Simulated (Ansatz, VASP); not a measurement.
## Si3N4: VASP beside Ansatz

POSCAR

```
Si3N4
1.0
   -3.2373500000      3.2373500000      3.2373500000
    3.2373500000     -3.2373500000      3.2373500000
    3.2373500000      3.2373500000     -3.2373500000
Si N
6 8
Direct
    0.2500000000      0.1250000000      0.8750000000
    0.8750000000      0.2500000000      0.1250000000
    0.7500000000      0.3750000000      0.6250000000
    0.6250000000      0.7500000000      0.3750000000
    0.1250000000      0.8750000000      0.2500000000
    0.3750000000      0.6250000000      0.7500000000
    0.5628000000      0.5628000000      0.5628000000
    0.4372000000      0.5000000000      0.0000000000
    0.5000000000      0.0000000000      0.9372000000
    0.0000000000      0.4372000000      0.5000000000
    0.9372000000      0.5000000000      0.0000000000
    0.0628000000      0.0628000000      0.0628000000
    0.0000000000      0.9372000000      0.5000000000
    0.5000000000      0.0000000000      0.4372000000
```

File INCAR.step1:

```
ALGO = Normal
EDIFF = 1E-4
ENCUT = 520
GGA = PE
ISMEAR = -1
LASPH = T
LCHARG = F
LREAL = F
LWAVE = T
NBANDS = 45
NELM = 60
PREC = Accurate
SIGMA = 0.02
```

INCAR.step2

```
ALGO = Normal
EDIFF = 1E-8
ENCUT = 520
ISIF = 2
ISMEAR = -1
ISTART = 1
LASPH = T
LCHARG = F
LEFG = T
LMIXTAU = T
LREAL = F
LWAVE = F
METAGGA = R2SCAN
NBANDS = 45
NELM = 60
PREC = Accurate
SIGMA = 0.02
```

KPOINTS

```
k-points
0
Gamma
  6 6 6
```

Input for Ansatz:

```yaml
crystal:
  lattice:
    - [-3.23735, 3.23735, 3.23735]
    - [3.23735, -3.23735, 3.23735]
    - [3.23735, 3.23735, -3.23735]
  atoms:
    - { symbol: Si, position: [0.25, 0.125, 0.875] }
    - { symbol: Si, position: [0.875, 0.25, 0.125] }
    - { symbol: Si, position: [0.75, 0.375, 0.625] }
    - { symbol: Si, position: [0.625, 0.75, 0.375] }
    - { symbol: Si, position: [0.125, 0.875, 0.25] }
    - { symbol: Si, position: [0.375, 0.625, 0.75] }
    - { symbol: "N", position: [0.5628, 0.5628, 0.5628] }
    - { symbol: "N", position: [0.4372, 0.5, 0.0] }
    - { symbol: "N", position: [0.5, 0.0, 0.9372] }
    - { symbol: "N", position: [0.0, 0.4372, 0.5] }
    - { symbol: "N", position: [0.9372, 0.5, 0.0] }
    - { symbol: "N", position: [0.0628, 0.0628, 0.0628] }
    - { symbol: "N", position: [0.0, 0.9372, 0.5] }
    - { symbol: "N", position: [0.5, 0.0, 0.4372] }
kpoints:
  mp_grid: { grid: [6, 6, 6] }
scf:
  occupations: { method: fermi_dirac, width: 0.02 }
hamiltonian:
  xc: r2scan
  pseudopotentials: { kind: paw }
output:
  forces: true
  stress: true
  populations: true
  efg:
    quadrupole_moments_barn: { "N": 0.02044 }
    contact_densities: true
```

Alike in both runs: task electric field gradients; functional r2SCAN; k mesh 6 × 6 × 6; occupations fermi-dirac, width 0.02 eV; no spin polarisation.

|  | VASP | Ansatz |
| --- | --- | --- |
| version | VASP 6.6.1 | Ansatz 0.2.0 |
| potentials or method | VASP PAW PBE potentials, release 64 (Si, N) | plane-wave PAW, scalar-relativistic |
| plane-wave cutoff (eV) | 520 | 500 |
| valence electrons in the cell | 64 | 64 |

|  | VASP | Ansatz | Ansatz less VASP |
| --- | --- | --- | --- |
| gap on the k mesh at the Fermi level (eV) | 4.69 | 4.69 | -0.001 |
| pressure (GPa) | -4.2 | -4.1 | +0.16 |
| rms of the force components (eV/Å) | 0.013 | 0.012 | -0.0007 |
| size of Vzz on the site where it differs most (V/Å²) | 56.5 | 59.2 | +2.68 |

VASP's potentials were made for PBE, not for r2SCAN. Atom by atom the forces differ by 0.001 eV/Å (rms over components).
